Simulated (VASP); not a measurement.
# CdSe (F-43m) in VASP: single point with PBE

Aim: the single point of CdSe with PBE.

Program: VASP 6.6.1. These are calculated values, not measurements. Logs are shortened: lines on timing, memory, paths and dates and some standing lists are left out, and cuts for length are marked.

## 1. The cell of the first run

The structure is cubic, space group F-43m (No. 216). Conventional cell: a = 6.141 Å, b = 6.141 Å, c = 6.141 Å, α = 90.00°, β = 90.00°, γ = 90.00°. Cd (site symmetry -43m) has 4 Se at 2.66 Å within 3.5 Å. Se (site symmetry -43m) has 4 Cd at 2.66 Å within 3.5 Å.

## 2. Single point, PBE

INCAR

```
SYSTEM = CdSe
  PREC = Accurate
  ENCUT = 500
  EDIFF = 1E-6
  ISMEAR = 0
  SIGMA = 0.01
  LREAL = .FALSE.
  LASPH = .TRUE.
  NELM = 120
  ALGO = Normal
  ISIF = 2
  LWAVE = .FALSE.
  LCHARG = .TRUE.
  GGA = PE
  LELF = .TRUE.
  LVHAR = .TRUE.
  NBANDS = 16
  GGA_COMPAT = .FALSE.
```

KPOINTS

```
Automatic mesh
0
G
  4 4 4
  0 0 0
```

POSCAR

```
CdSe
1.0
    0.0000000000      3.0702710000      3.0702710000
    3.0702710000      0.0000000000      3.0702710000
    3.0702710000      3.0702710000      0.0000000000
Cd Se
1 1
Direct
    0.0000000000      0.0000000000      0.0000000000
    0.7500000000      0.7500000000      0.7500000000
```

Potentials or basis: VASP PAW PBE potentials, release 64 (Cd, Se).

Started as:

```bash
$ cat potpaw_PBE.64/Cd/POTCAR potpaw_PBE.64/Se/POTCAR > POTCAR
$ mpirun -np 1 vasp_std > vasp.out
```

OUTCAR:

```text
SYSTEM = CdSe
   PREC = Accurate
   ENCUT = 500
   EDIFF = 1E-6
   ISMEAR = 0
   LREAL = .FALSE.
   LASPH = .TRUE.
   NELM = 120
   ISIF = 2
   GGA = PE

 ion  position               nearest neighbor table
   1  0.000  0.000  0.000-   2 2.66   2 2.66   2 2.66   2 2.66
   2  0.750  0.750  0.750-   1 2.66   1 2.66   1 2.66   1 2.66

  LATTYP: Found a face centered cubic cell.
 ALAT       =     6.1405420000

  Lattice vectors:

 A1 = (   0.0000000000,   3.0702710000,   3.0702710000)
 A2 = (   3.0702710000,   0.0000000000,   3.0702710000)
 A3 = (   3.0702710000,   3.0702710000,   0.0000000000)

Analysis of symmetry for initial positions (statically):
=====================================================================
 Subroutine PRICEL returns:
 Original cell was already a primitive cell.

 Routine SETGRP: Setting up the symmetry group for a
 face centered cubic supercell.

 Subroutine GETGRP returns: Found 24 space group operations
 (whereof 24 operations were pure point group operations)
 out of a pool of 48 trial point group operations.

The static configuration has the point symmetry T_d .

Analysis of symmetry for dynamics (positions and initial velocities):
=====================================================================
 Subroutine PRICEL returns:
 Original cell was already a primitive cell.

 Routine SETGRP: Setting up the symmetry group for a
 face centered cubic supercell.

 Subroutine GETGRP returns: Found 24 space group operations
 (whereof 24 operations were pure point group operations)
 out of a pool of 48 trial point group operations.

The dynamic configuration has the point symmetry T_d .

 Subroutine INISYM returns: Found 24 space group operations
 (whereof 24 operations are pure point group operations),
 and found     1 'primitive' translations

----------------------------------------------------------------------------------------

                                     Primitive cell

  volume of cell :      57.8842

  direct lattice vectors                    reciprocal lattice vectors
     0.000000000  3.070271000  3.070271000    -0.162852074  0.162852074  0.162852074
     3.070271000  0.000000000  3.070271000     0.162852074 -0.162852074  0.162852074
     3.070271000  3.070271000  0.000000000     0.162852074  0.162852074 -0.162852074

  length of vectors
     4.342018888  4.342018888  4.342018888     0.282068066  0.282068066  0.282068066

  position of ions in fractional coordinates (direct lattice)
     0.000000000  0.000000000  0.000000000
     0.750000000  0.750000000  0.750000000

  ion indices of the primitive-cell ions
   primitive index   ion index
                 1           1
                 2           2

----------------------------------------------------------------------------------------

 KPOINTS: Automatic mesh

Automatic generation of k-mesh.
 Grid dimensions read from file:
 generate k-points for:    4    4    4

 Generating k-lattice:

  Cartesian coordinates                     Fractional coordinates (reciprocal lattice)
    -0.040713018  0.040713018  0.040713018     0.250000000  0.000000000  0.000000000
     0.040713018 -0.040713018  0.040713018     0.000000000  0.250000000  0.000000000
     0.040713018  0.040713018 -0.040713018     0.000000000  0.000000000  0.250000000

  Length of vectors
     0.070517017  0.070517017  0.070517017

  Shift w.r.t. Gamma in fractional coordinates (k-lattice)
     0.000000000  0.000000000  0.000000000

 Subroutine IBZKPT returns following result:
 ===========================================

 Found      8 irreducible k-points:

 Following reciprocal coordinates:
            Coordinates               Weight
  0.000000  0.000000  0.000000      1.000000
  0.250000  0.000000  0.000000      8.000000
  0.500000  0.000000  0.000000      4.000000
  0.250000  0.250000  0.000000      6.000000
  0.500000  0.250000  0.000000     24.000000
 -0.250000  0.250000  0.000000     12.000000
  0.500000  0.500000  0.000000      3.000000
 -0.250000  0.500000  0.250000      6.000000
   k-points           NKPTS =      8   k-points in BZ     NKDIM =      8   number of bands    NBANDS=     16
   number of dos      NEDOS =    301   number of ions     NIONS =      2
   total plane-waves  NPLWV =  32768
   dimension x,y,z NGX =    32 NGY =   32 NGZ =   32
   dimension x,y,z NGXF=    64 NGYF=   64 NGZF=   64
   ions per type =               1   1
   NGX,Y,Z   is equivalent  to a cutoff of  12.25, 12.25, 12.25 a.u.
   NGXF,Y,Z  is equivalent  to a cutoff of  24.50, 24.50, 24.50 a.u.
 SYSTEM =  CdSe
   PREC   = accura    normal or accurate (medium, high low for compatibility)
   ISTART =      0    job   : 0-new  1-cont  2-samecut
   ICHARG =      2    charge: 1-file 2-atom 10-const
   ISPIN  =      1    spin polarized calculation?
   LNONCOLLINEAR =      F non collinear calculations
   LSORBIT =      F    spin-orbit coupling
   LASPH  =      T    aspherical Exc in radial PAW
   ENCUT  =  500.0 eV  36.75 Ry    6.06 a.u.   7.92  7.92  7.92*2*pi/ulx,y,z
   NELM   =    120;   NELMIN=  2; NELMDL= -5     # of ELM steps
   EDIFF  = 0.1E-05   stopping-criterion for ELM
   LREAL  =      F    real-space projection
   EDIFFG = 0.1E-04   stopping-criterion for IOM
   NSW    =      0    number of steps for IOM
   IBRION =     -1    ionic relax: 0-MD 1-quasi-New 2-CG
   NFREE  =      0    steps in history (QN), initial steepest desc. (CG)
   ISIF   =      2    stress and relaxation
   ISYM   =      2    0-nonsym 1-usesym 2-fastsym
   POTIM  = 0.5000    time-step for ionic-motion
   TEBEG  =    0.0;   TEEND  =   0.0 temperature during run
   PSTRESS=    0.0 pullay stress
   NELECT =      18.0000    total number of electrons
   NUPDOWN=      -1.0000    fix difference up-down
   EMIN   =  10.00;   EMAX   =-10.00  energy-range for DOS
   EFERMI =   0.00;   METHOD = LEGACY
   ISMEAR =     0;   SIGMA  =   0.01  broadening in eV -4-tet -1-fermi 0-gaus
   EFERMI_NEDOS =   21; number of points for ismear=-14 and -15
   IALGO  =     38    algorithm
   IMIX   =      4    mixing-type and parameters
     AMIX     =   0.40;   BMIX     =  1.00
     AMIX_MAG =   1.60;   BMIX_MAG =  1.00
  volume/ion in A,a.u.               =      28.94       195.31
  Fermi-wavevector in a.u.,A,eV,Ry     =   1.109121  2.095935 16.737201  1.230150
  Thomas-Fermi vector in A             =   2.245657
   LORBIT       =      0    0 simple, 1 ext, 2 COOP (PROOUT), +10 PAW based schemes
   GGA     = PE    functional components
   LHFCALC =     F    Hartree Fock is set to
   AEXX    =    0.0000 exact exchange contribution
   IVDW    =     0    specifies the selected vdW correction
   LEPSILON=     F    determine dielectric tensor
   LRPA    =     F    only Hartree local field effects (RPA)
 non-spin polarized calculation
 Gauss-broadening in eV      SIGMA  =   0.01
  energy-cutoff  :      500.00
  volume of cell :       57.88
 maximum number of plane-waves:      1480
   NGX = 15   NGY = 15   NGZ = 15

 number of electron      18.0000008 magnetization

 Free energy of the ion-electron system (eV)
  ---------------------------------------------------
  ext. energy  EPLUGINS =         0.00000000
  ---------------------------------------------------
  free energy    TOTEN  =        -5.44338011 eV

  energy without entropy =       -5.44338011  energy(sigma->0) =       -5.44338011

 E-fermi :   0.8050     XC(G=0):  -8.7443

 val. band max:        0.7468849650   @ k =   0.0000   0.0000   0.0000
 cond. band min:       1.2811331095   @ k =   0.0000   0.0000   0.0000
 fundamental gap:      0.5342481445
 Fermi energy:         0.8049598517

 k-point     1 :       0.0000    0.0000    0.0000
  band No.  band energies     occupation
      1     -11.6844      2.00000
      2      -7.1244      2.00000
      3      -7.1244      2.00000
      4      -7.1244      2.00000
      5      -6.7827      2.00000
      6      -6.7827      2.00000
[... 8 lines left out ...]
     15      11.7648      0.00000
     16      11.7648      0.00000

 k-point     2 :       0.2500    0.0000    0.0000
  band No.  band energies     occupation
      1     -11.5113      2.00000
      2      -7.0741      2.00000
      3      -7.0741      2.00000
      4      -6.9227      2.00000
      5      -6.7806      2.00000
      6      -6.7806      2.00000
[... 8 lines left out ...]
     15      10.7756      0.00000
     16      10.8204      0.00000

 k-point     3 :       0.5000    0.0000    0.0000
  band No.  band energies     occupation
      1     -11.3355      2.00000
      2      -7.0380      2.00000
      3      -7.0380      2.00000
      4      -6.7608      2.00000
      5      -6.7608      2.00000
      6      -6.5061      2.00000
[... 8 lines left out ...]
     15      12.7828      0.00000
     16      12.7828      0.00000

 k-point     4 :       0.2500    0.2500    0.0000
  band No.  band energies     occupation
      1     -11.4548      2.00000
      2      -7.0130      2.00000
      3      -7.0130      2.00000
      4      -6.9691      2.00000
      5      -6.7869      2.00000
      6      -6.7558      2.00000
[... 8 lines left out ...]
     15      12.2822      0.00000
     16      13.8023      0.00000

 k-point     5 :       0.5000    0.2500    0.0000
  band No.  band energies     occupation
      1     -11.2819      2.00000
      2      -6.9952      2.00000
      3      -6.9590      2.00000
      4      -6.8397      2.00000
      5      -6.7510      2.00000
      6      -6.4733      2.00000
[... 8 lines left out ...]
     15      13.0154      0.00000
     16      13.6696      0.00000

 k-point     6 :      -0.2500    0.2500    0.0000
  band No.  band energies     occupation
      1     -11.3387      2.00000
      2      -7.0133      2.00000
      3      -7.0095      2.00000
      4      -6.7937      2.00000
      5      -6.7908      2.00000
      6      -6.5829      2.00000
[... 8 lines left out ...]
     15      11.8892      0.00000
     16      13.6926      0.00000

 k-point     7 :       0.5000    0.5000    0.0000
  band No.  band energies     occupation
      1     -11.2257      2.00000
      2      -6.9446      2.00000
      3      -6.8851      2.00000
      4      -6.8851      2.00000
      5      -6.7289      2.00000
      6      -6.4440      2.00000
[... 8 lines left out ...]
     15      13.0875      0.00000
     16      14.0007      0.00000

 k-point     8 :      -0.2500    0.5000    0.2500
  band No.  band energies     occupation
      1     -11.2265      2.00000
      2      -6.9516      2.00000
      3      -6.9489      2.00000
      4      -6.8135      2.00000
      5      -6.7774      2.00000
      6      -6.3310      2.00000
[... 8 lines left out ...]
     15      13.2960      0.00000
     16      13.6883      0.00000

------------------------ aborting loop because EDIFF is reached ----------------------------------------

  FORCE on cell =-STRESS in cart. coord.  units (eV):
  Direction    XX          YY          ZZ          XY          YZ          ZX
  --------------------------------------------------------------------------------------
  -------------------------------------------------------------------------------------
  Total        0.6328387      0.6328387      0.6328387      0.0000000      0.0000000     -0.0000000
  in kB       17.5163444     17.5163444     17.5163444      0.0000000      0.0000000     -0.0000000
  external PRESSURE =      17.5163444 kB  Pullay stress =       0.0000000 kB

 VOLUME and BASIS-vectors are now :
 -----------------------------------------------------------------------------
  energy-cutoff  :      500.00
  volume of cell :       57.88
      direct lattice vectors                 reciprocal lattice vectors
     0.000000000  3.070271000  3.070271000    -0.162852074  0.162852074  0.162852074
     3.070271000  0.000000000  3.070271000     0.162852074 -0.162852074  0.162852074
     3.070271000  3.070271000  0.000000000     0.162852074  0.162852074 -0.162852074

 POSITION                                       TOTAL-FORCE (eV/Angst)
 -----------------------------------------------------------------------------------
      0.00000      0.00000      0.00000        -0.000000      0.000000      0.000000
      4.60541      4.60541      4.60541         0.000000     -0.000000     -0.000000
 -----------------------------------------------------------------------------------
    total drift:                               -0.000000     -0.000000     -0.000000

  FREE ENERGIE OF THE ION-ELECTRON SYSTEM (eV)
  ---------------------------------------------------
  free  energy   TOTEN  =        -5.4433801066 eV

  energy  without entropy=       -5.4433801066  energy(sigma->0) =       -5.44338011
```

Run time: 10 s. Hardware: 1 thread of AMD EPYC 9R45 (Zen 5), shared host; peak memory 0.14 GiB.

Results:

```yaml
Free_energy: -5.4434 eV
Pressure: 1.8 GPa
Band_gap_on_the_k_mesh: 0.53 eV, direct
```

Caveat: the k points lie up to 0.44 Å⁻¹ apart.
